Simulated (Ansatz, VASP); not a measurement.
One calculation of V, two programs

```
CELL_PARAMETERS angstrom
0.00000 2.55112 2.55112
2.55112 0.00000 2.55112
2.55112 2.55112 0.00000
ATOMIC_POSITIONS crystal
V 0.87500 0.87500 0.87500
V 0.12500 0.12500 0.12500
```

Change from the starting cell: volume scaled by 0.95, PAW files.

Alike in both runs: task single point; functional PBEsol; k mesh 14 × 14 × 14; occupations fermi-dirac, width 0.08 eV; no spin polarisation.

|  | VASP | Ansatz |
| --- | --- | --- |
| version | VASP 6.6.1 | Ansatz 0.2.0 |
| potentials or method | VASP PAW PBE potentials, release 64 (V_sv) | PAW with Ansatz's default frozen-core files, scalar-relativistic |
| plane-wave cutoff (eV) | 520 | 420 |
| valence electrons in the cell | 26 | 26 |

Ansatz gave:

```
pressure (GPa) : 4.2
```

What did VASP give for the same quantities?

Pressure (GPa): 5.1.

VASP's potentials were made for PBE, not for PBEsol.
